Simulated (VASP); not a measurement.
# Hf (Pm-3n) in VASP: relaxation of cell and atoms with PBE

Aim: the relaxation of cell and atoms of Hf with PBE.

Program: VASP 6.6.1. These are calculated values, not measurements. Logs are shortened: lines on timing, memory, paths and dates and some standing lists are left out, and cuts for length are marked.

### 1 The cell of the first run

The structure is cubic, space group Pm-3n (No. 223). Conventional cell: a = 5.652 Å, b = 5.652 Å, c = 5.652 Å, α = 90.00°, β = 90.00°, γ = 90.00°. Hf (site symmetry m-3) has 12 Hf at 3.16 Å within 4.2 Å. Hf (site symmetry -4m2) has 14 Hf at 2.83 to 3.46 Å within 3.7 Å.

### 2 Relaxation of cell and atoms, PBE

Input file INCAR:

```
SYSTEM = Hf
PREC = Accurate
ENCUT = 600
EDIFF = 1E-7
ISMEAR = 0
SIGMA = 0.1
LREAL = .FALSE.
LASPH = .TRUE.
NELM = 100
ALGO = Normal
ISIF = 3
LWAVE = .FALSE.
LCHARG = .FALSE.
GGA = PE
IBRION = 2
NSW = 100
EDIFFG = -0.01
```

Input file KPOINTS:

```
Automatic mesh
0
G
  8 8 8
  0 0 0
```

Input file POSCAR:

```
Hf
1.0
    5.6515752618      0.0000000000      0.0000000000
    0.0000000000      5.6515752618      0.0000000000
    0.0000000000      0.0000000000      5.6515752618
Hf
8
Direct
    0.5000000000      0.5000000000      0.5000000000
    0.0000000000      0.0000000000      0.0000000000
    0.2500000000      0.0000000000      0.5000000000
    0.5000000000      0.2500000000      0.0000000000
    0.5000000000      0.7500000000      0.0000000000
    0.7500000000      0.0000000000      0.5000000000
    0.0000000000      0.5000000000      0.7500000000
    0.0000000000      0.5000000000      0.2500000000
```

Potentials or basis: VASP PAW PBE potentials, release 64 (Hf_pv).

Run with:

```console
$ cat potpaw_PBE.64/Hf_pv/POTCAR > POTCAR
$ mpirun -np 1 vasp_std > vasp.out
```

OUTCAR:

```text
SYSTEM = Hf
   PREC = Accurate
   ENCUT = 600
   EDIFF = 1E-7
   ISMEAR = 0
   LREAL = .FALSE.
   LASPH = .TRUE.
   NELM = 100
   ISIF = 3
   GGA = PE
   IBRION = 2
   NSW = 100
   EDIFFG = -0.01

 ion  position               nearest neighbor table
   1  0.500  0.500  0.500-   3 3.16   4 3.16   5 3.16   6 3.16   7 3.16   8 3.16   4 3.16   5 3.16
                             3 3.16   6 3.16   7 3.16   8 3.16
   2  0.000  0.000  0.000-   3 3.16   4 3.16   5 3.16   6 3.16   7 3.16   8 3.16   3 3.16   6 3.16
                             7 3.16   8 3.16   4 3.16   5 3.16
   3  0.250  0.000  0.500-   6 2.83   6 2.83   1 3.16   2 3.16   1 3.16   2 3.16   8 3.46   5 3.46
                             4 3.46   5 3.46   4 3.46   7 3.46   8 3.46   7 3.46
   4  0.500  0.250  0.000-   5 2.83   5 2.83   1 3.16   1 3.16   2 3.16   2 3.16   8 3.46   3 3.46
                             3 3.46   6 3.46   6 3.46   7 3.46   7 3.46   8 3.46
   5  0.500  0.750  0.000-   4 2.83   4 2.83   1 3.16   1 3.16   2 3.16   2 3.16   8 3.46   3 3.46
                             3 3.46   6 3.46   6 3.46   7 3.46   7 3.46   8 3.46
   6  0.750  0.000  0.500-   3 2.83   3 2.83   1 3.16   2 3.16   1 3.16   2 3.16   8 3.46   4 3.46
                             4 3.46   5 3.46   5 3.46   7 3.46   8 3.46   7 3.46
   7  0.000  0.500  0.750-   8 2.83   8 2.83   1 3.16   2 3.16   2 3.16   1 3.16   3 3.46   4 3.46
                             5 3.46   3 3.46   6 3.46   6 3.46   4 3.46   5 3.46
   8  0.000  0.500  0.250-   7 2.83   7 2.83   1 3.16   2 3.16   2 3.16   1 3.16   3 3.46   4 3.46
                             5 3.46   3 3.46   6 3.46   6 3.46   4 3.46   5 3.46

  LATTYP: Found a simple cubic cell.
 ALAT       =     5.6515752618

  Lattice vectors:

 A1 = (   5.6515752618,   0.0000000000,   0.0000000000)
 A2 = (   0.0000000000,   5.6515752618,   0.0000000000)
 A3 = (   0.0000000000,   0.0000000000,   5.6515752618)

Analysis of symmetry for initial positions (statically):
=====================================================================
 Subroutine PRICEL returns:
 Original cell was already a primitive cell.

 Routine SETGRP: Setting up the symmetry group for a
 simple cubic supercell.

 Subroutine GETGRP returns: Found 48 space group operations
 (whereof 24 operations were pure point group operations)
 out of a pool of 48 trial point group operations.

The static configuration has the point symmetry T_h .
 The point group associated with its full space group is O_h .

Analysis of symmetry for dynamics (positions and initial velocities):
=====================================================================
 Subroutine PRICEL returns:
 Original cell was already a primitive cell.

 Routine SETGRP: Setting up the symmetry group for a
 simple cubic supercell.

 Subroutine GETGRP returns: Found 48 space group operations
 (whereof 24 operations were pure point group operations)
 out of a pool of 48 trial point group operations.

The dynamic configuration has the point symmetry T_h .
 The point group associated with its full space group is O_h .

 Subroutine INISYM returns: Found 48 space group operations
 (whereof 24 operations are pure point group operations),
 and found     1 'primitive' translations

----------------------------------------------------------------------------------------

                                     Primitive cell

  volume of cell :     180.5130

  direct lattice vectors                    reciprocal lattice vectors
     5.651575262  0.000000000  0.000000000     0.176941818  0.000000000  0.000000000
     0.000000000  5.651575262  0.000000000     0.000000000  0.176941818  0.000000000
     0.000000000  0.000000000  5.651575262     0.000000000  0.000000000  0.176941818

  length of vectors
     5.651575262  5.651575262  5.651575262     0.176941818  0.176941818  0.176941818

  position of ions in fractional coordinates (direct lattice)
     0.500000000  0.500000000  0.500000000
     0.000000000  0.000000000  0.000000000
     0.250000000  0.000000000  0.500000000
     0.500000000  0.250000000  0.000000000
     0.500000000  0.750000000  0.000000000
     0.750000000  0.000000000  0.500000000
     0.000000000  0.500000000  0.750000000
     0.000000000  0.500000000  0.250000000

  ion indices of the primitive-cell ions
   primitive index   ion index
                 1           1
                 2           2
                 3           3
                 4           4
                 5           5
                 6           6
                 7           7
                 8           8

----------------------------------------------------------------------------------------

 KPOINTS: Automatic mesh

Automatic generation of k-mesh.
 Grid dimensions read from file:
 generate k-points for:    8    8    8

 Generating k-lattice:

  Cartesian coordinates                     Fractional coordinates (reciprocal lattice)
     0.022117727  0.000000000  0.000000000     0.125000000  0.000000000  0.000000000
     0.000000000  0.022117727  0.000000000     0.000000000  0.125000000  0.000000000
     0.000000000  0.000000000  0.022117727     0.000000000  0.000000000  0.125000000

  Length of vectors
     0.022117727  0.022117727  0.022117727

  Shift w.r.t. Gamma in fractional coordinates (k-lattice)
     0.000000000  0.000000000  0.000000000

 Subroutine IBZKPT returns following result:
 ===========================================

 Found     35 irreducible k-points:

 Following reciprocal coordinates:
            Coordinates               Weight
  0.000000  0.000000  0.000000      1.000000
  0.125000  0.000000  0.000000      6.000000
  0.250000  0.000000  0.000000      6.000000
  0.375000  0.000000  0.000000      6.000000
  0.500000  0.000000  0.000000      3.000000
  0.125000  0.125000  0.000000     12.000000
[... 16 lines left out ...]
  0.375000  0.375000  0.125000     24.000000
  0.500000  0.375000  0.125000     24.000000
 [... further k-points ...]
   k-points           NKPTS =     35   k-points in BZ     NKDIM =     35   number of bands    NBANDS=     48
   number of dos      NEDOS =    301   number of ions     NIONS =      8
   total plane-waves  NPLWV = 110592
   dimension x,y,z NGX =    48 NGY =   48 NGZ =   48
   dimension x,y,z NGXF=    96 NGYF=   96 NGZF=   96
   ions per type =               8
   NGX,Y,Z   is equivalent  to a cutoff of  14.12, 14.12, 14.12 a.u.
   NGXF,Y,Z  is equivalent  to a cutoff of  28.24, 28.24, 28.24 a.u.
 SYSTEM =  Hf
   PREC   = accura    normal or accurate (medium, high low for compatibility)
   ISTART =      0    job   : 0-new  1-cont  2-samecut
   ICHARG =      2    charge: 1-file 2-atom 10-const
   ISPIN  =      1    spin polarized calculation?
   LNONCOLLINEAR =      F non collinear calculations
   LSORBIT =      F    spin-orbit coupling
   LASPH  =      T    aspherical Exc in radial PAW
   ENCUT  =  600.0 eV  44.10 Ry    6.64 a.u.  11.29 11.29 11.29*2*pi/ulx,y,z
   NELM   =    100;   NELMIN=  2; NELMDL= -5     # of ELM steps
   EDIFF  = 0.1E-06   stopping-criterion for ELM
   LREAL  =      F    real-space projection
   EDIFFG = -.1E-01   stopping-criterion for IOM
   NSW    =    100    number of steps for IOM
   IBRION =      2    ionic relax: 0-MD 1-quasi-New 2-CG
   NFREE  =      1    steps in history (QN), initial steepest desc. (CG)
   ISIF   =      3    stress and relaxation
   ISYM   =      2    0-nonsym 1-usesym 2-fastsym
   POTIM  = 0.5000    time-step for ionic-motion
   TEBEG  =    0.0;   TEEND  =   0.0 temperature during run
   PSTRESS=    0.0 pullay stress
   NELECT =      80.0000    total number of electrons
   NUPDOWN=      -1.0000    fix difference up-down
   EMIN   =  10.00;   EMAX   =-10.00  energy-range for DOS
   EFERMI =   0.00;   METHOD = LEGACY
   ISMEAR =     0;   SIGMA  =   0.10  broadening in eV -4-tet -1-fermi 0-gaus
   EFERMI_NEDOS =   21; number of points for ismear=-14 and -15
   IALGO  =     38    algorithm
   IMIX   =      4    mixing-type and parameters
     AMIX     =   0.40;   BMIX     =  1.00
     AMIX_MAG =   1.60;   BMIX_MAG =  1.00
  volume/ion in A,a.u.               =      22.56       152.27
  Fermi-wavevector in a.u.,A,eV,Ry     =   1.248155  2.358672 21.196405  1.557892
  Thomas-Fermi vector in A             =   2.382255
   LORBIT       =      0    0 simple, 1 ext, 2 COOP (PROOUT), +10 PAW based schemes
   GGA     = PE    functional components
   LHFCALC =     F    Hartree Fock is set to
   AEXX    =    0.0000 exact exchange contribution
   IVDW    =     0    specifies the selected vdW correction
   LEPSILON=     F    determine dielectric tensor
   LRPA    =     F    only Hartree local field effects (RPA)
 conjugate gradient relaxation of ions
 non-spin polarized calculation
 Gauss-broadening in eV      SIGMA  =   0.10
  energy-cutoff  :      600.00
  volume of cell :      180.51
 maximum number of plane-waves:      6062
 NGX is ok and might be reduce to    48
   NGX = 23   NGY = 23   NGZ = 23

--------------------------------------- Ionic step        1  -------------------------------------------

 number of electron      79.9999993 magnetization

 Free energy of the ion-electron system (eV)
  ---------------------------------------------------
  ext. energy  EPLUGINS =         0.00000000
  ---------------------------------------------------
  free energy    TOTEN  =       -77.48526176 eV

  energy without entropy =      -77.37883864  energy(sigma->0) =      -77.43205020

------------------------ aborting loop because EDIFF is reached ----------------------------------------

  FORCE on cell =-STRESS in cart. coord.  units (eV):
  Direction    XX          YY          ZZ          XY          YZ          ZX
  --------------------------------------------------------------------------------------
  -------------------------------------------------------------------------------------
  Total       -0.7227829     -0.7227829     -0.7227829      0.0000000     -0.0000000      0.0000000
  in kB       -6.4151955     -6.4151955     -6.4151955      0.0000000     -0.0000000      0.0000000
  external PRESSURE =      -6.4151955 kB  Pullay stress =       0.0000000 kB
[... 69 lines left out ...]
  energy  without entropy=      -77.3821163526  energy(sigma->0) =      -77.43390004

--------------------------------------- Ionic step        3  -------------------------------------------

 number of electron      79.9999998 magnetization

 Free energy of the ion-electron system (eV)
  ---------------------------------------------------
  ext. energy  EPLUGINS =         0.00000000
  ---------------------------------------------------
  free energy    TOTEN  =       -77.48775264 eV

  energy without entropy =      -77.38278200  energy(sigma->0) =      -77.43526732

 E-fermi :   4.3982     XC(G=0): -11.2605

 val. band max:        4.3965078591   @ k =   0.3750   0.3750   0.0000
 cond. band min:       4.3992082158   @ k =   0.5000   0.2500   0.1250
 fundamental gap:      0.0027003567
 Fermi energy:         4.3982255924

 k-point     1 :       0.0000    0.0000    0.0000
  band No.  band energies     occupation
      1     -26.2440      2.00000
      2     -26.2440      2.00000
      3     -26.1489      2.00000
      4     -25.9714      2.00000
      5     -25.9714      2.00000
      6     -25.9714      2.00000
[... 1213 lines left out ...]
     47       5.9037      0.00000
     48       6.1790      0.00000

 [... further k-points ...]
[... 5 lines left out ...]
  --------------------------------------------------------------------------------------
  -------------------------------------------------------------------------------------
  Total        0.0023770      0.0023770      0.0023770      0.0000000      0.0000000      0.0000000
  in kB        0.0212433      0.0212433      0.0212433      0.0000000      0.0000000      0.0000000
  external PRESSURE =       0.0212433 kB  Pullay stress =       0.0000000 kB
[... 23 lines left out ...]
  FREE ENERGIE OF THE ION-ELECTRON SYSTEM (eV)
  ---------------------------------------------------
  free  energy   TOTEN  =       -77.4877526370 eV

  energy  without entropy=      -77.3827820013  energy(sigma->0) =      -77.43526732

 reached required accuracy - stopping structural energy minimisation
```

Run time: 8.3 min. Hardware: 1 thread of AMD EPYC 9R45 (Zen 5), shared host; peak memory 0.47 GiB.

Results:

```
Free energy                            : -77.4878 eV
Relaxed volume                         : 22.41 Å³/atom
Relaxed cell                           : a = 5.639 Å, b = 5.639 Å, c = 5.639 Å, α = 90.00°, β = 90.00°, γ = 90.00°
Space group after relaxing (to 0.05 Å) : Pm-3n (No. 223)
Energy gained by relaxing              : 0.3 meV/atom
Ionic steps                            : 3
Pressure after relaxing                : 0.0 GPa
Band gap on the k mesh                 : zero (band 40 reaches 4.50 eV, above the bottom of band 41 at 3.98 eV)
```

Step by step:
| step | energy change (eV) | largest force (eV/Å) | pressure (GPa) | volume (Å³) |
| --- | --- | --- | --- | --- |
| 1 | 0.0000 | 0.0000 | -0.64 | 180.51 |
| 2 | -0.0004 | 0.0000 | 0.60 | 178.16 |
| 3 | -0.0025 | 0.0000 | 0.00 | 179.28 |

Final structure:
```cif
data_structure
_symmetry_space_group_name_H-M 'P 1'
_symmetry_Int_Tables_number 1
_cell_length_a 5.6387
_cell_length_b 5.6387
_cell_length_c 5.6387
_cell_angle_alpha 90.000
_cell_angle_beta 90.000
_cell_angle_gamma 90.000
_cell_volume 179.28
loop_
_atom_site_label
_atom_site_type_symbol
_atom_site_fract_x
_atom_site_fract_y
_atom_site_fract_z
_atom_site_occupancy
Hf1 Hf 0.50000 0.50000 0.50000 1
Hf2 Hf 0.00000 0.00000 0.00000 1
Hf3 Hf 0.25000 0.00000 0.50000 1
Hf4 Hf 0.50000 0.25000 0.00000 1
Hf5 Hf 0.50000 0.75000 0.00000 1
Hf6 Hf 0.75000 0.00000 0.50000 1
Hf7 Hf 0.00000 0.50000 0.75000 1
Hf8 Hf 0.00000 0.50000 0.25000 1
```

Levels at points of the mesh, in eV from the Fermi level:
| k point | band 38 | band 39 | band 40 | band 41 | band 42 | band 43 |
| --- | --- | --- | --- | --- | --- | --- |
| (0.00, 0.00, 0.00) | -0.72 | -0.42 | -0.42 | -0.42 | -0.06 | 0.10 |
| (0.50, 0.00, 0.00) | -0.21 | -0.03 | -0.03 | 0.08 | 0.08 | 0.32 |
| (0.50, 0.50, 0.00) | -0.07 | -0.05 | 0.04 | 0.06 | 0.09 | 0.09 |
| (0.50, 0.50, 0.50) | 0.08 | 0.08 | 0.08 | 0.08 | 0.08 | 0.68 |

Caveat: spin-orbit coupling is left out, which moves the levels of the heavy elements.
